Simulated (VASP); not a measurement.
A run of VASP 6.6.1:

Contents of INCAR:

```
  ALGO = Normal
  EDIFF = 1E-7
  ENCUT = 520
  GGA = PE
  ISIF = 2
  ISMEAR = 0
  LASPH = True
  LCHARG = True
  LELF = True
  LREAL = False
  LVHAR = True
  LWAVE = False
  NBANDS = 31
  NELM = 60
  PREC = Accurate
  SIGMA = 0.1
```

The input KPOINTS:

```
k-points
0
Gamma
  4 4 2
```

POSCAR

```
MgZn2TeS2
1.0
    5.4528356344      0.0000000000      0.0000000000
    0.0000000000      5.4528356344      0.0000000000
    0.0000000000      0.0000000000      5.2550906471
Mg Zn Te S
1 2 1 2
Direct
    0.0000000000      0.0000000000      0.5000000000
    0.0000000000      0.5000000000      0.5000000000
    0.5000000000      0.0000000000      0.5000000000
    0.0000000000      0.0000000000      0.0000000000
    0.5000000000      0.5000000000      0.8130619859
    0.5000000000      0.5000000000      0.1869380141
```

Potentials or basis: VASP PAW PBE potentials, release 64 (Mg, Zn, Te, S).

Command:

```sh
$ cat potpaw_PBE.64/Mg/POTCAR potpaw_PBE.64/Zn/POTCAR potpaw_PBE.64/Te/POTCAR potpaw_PBE.64/S/POTCAR > POTCAR
$ mpirun -np 1 vasp_std > vasp.out
```

Hardware: 1 thread of AMD EPYC 9R45 96-Core Processor (Zen 5), with other jobs on the host.

Q: Estimate the wall time of this run.

A: It took 30 s on 1 thread of AMD EPYC 9R45 96-Core Processor (Zen 5) (shared host), peak memory 0.25 GiB. Counts: scf iterations 15, k points 12.
